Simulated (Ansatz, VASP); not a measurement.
**Li3HSe: VASP beside Ansatz**

The input POSCAR:

```
Li3HSe
1.0
    3.9730775850      0.0000000000      0.0000000000
    0.0000000000      3.9730775850      0.0000000000
    0.0000000000      0.0000000000      3.9730775850
Li H Se
3 1 1
Direct
    0.0000000000      0.5000000000      0.5000000000
    0.5000000000      0.0000000000      0.5000000000
    0.5000000000      0.5000000000      0.0000000000
    0.5000000000      0.5000000000      0.5000000000
    0.0000000000      0.0000000000      0.0000000000
```

The input INCAR.step1:

```
PREC = Accurate
ENCUT = 520
ISMEAR = 0
SIGMA = 0.01
LREAL = False
LASPH = True
NELM = 100
NBANDS = 16
GGA = PE
ALGO = Normal
EDIFF = 1E-4
LWAVE = True
LCHARG = False
```

The input INCAR.step2:

```
PREC = Accurate
ENCUT = 520
EDIFF = 1E-7
ISMEAR = 0
SIGMA = 0.01
LREAL = False
LASPH = True
NELM = 100
ALGO = Normal
ISIF = 2
LWAVE = False
LCHARG = False
METAGGA = R2SCAN
LMIXTAU = True
NBANDS = 16
ISTART = 1
```

The input KPOINTS:

```
Automatic mesh
0
Gamma
  6 6 6
```

Input for Ansatz:

```yaml
crystal:
  lattice:
    - [3.973077585, 0.0, 0.0]
    - [0.0, 3.973077585, 0.0]
    - [0.0, 0.0, 3.973077585]
  atoms:
    - { symbol: Li, position: [0.0, 0.5, 0.5] }
    - { symbol: Li, position: [0.5, 0.0, 0.5] }
    - { symbol: Li, position: [0.5, 0.5, 0.0] }
    - { symbol: H, position: [0.5, 0.5, 0.5] }
    - { symbol: Se, position: [0.0, 0.0, 0.0] }
kpoints:
  mp_grid: { grid: [6, 6, 6] }
hamiltonian:
  xc: r2scan
scf:
  occupations: { method: fixed }
  n_extra_bands: 5
output:
  forces: true
  stress: true
  eigenvalues: true
```

Alike in both runs: task single point; functional r2SCAN; k mesh 6 × 6 × 6; no spin polarisation.

```csv
,VASP,Ansatz
version,VASP 6.6.1,Ansatz 0.2.0
potentials or method,"VASP PAW PBE potentials, release 64 (Li_sv, H, Se)","plane waves, PAW"
plane-wave cutoff (eV),520,500
occupations,"gaussian, width 0.01 eV",fixed
valence electrons in the cell,16,26
```

Ansatz gave:

| Property | Result |
| --- | --- |
| gap on the k mesh at the Fermi level (eV) | 4.10 |

Q: Estimate VASP's values.

A: gap on the k mesh at the Fermi level (eV): 4.19.

VASP's potentials were made for PBE, not for r2SCAN. VASP's potentials hold 16 valence electrons a cell and Ansatz's 26, so a difference there can come from the potentials and not from the codes.

Noted on VASP's run: the cutoff is under 1.25 times that of the potentials, so the pressure is a little rough.
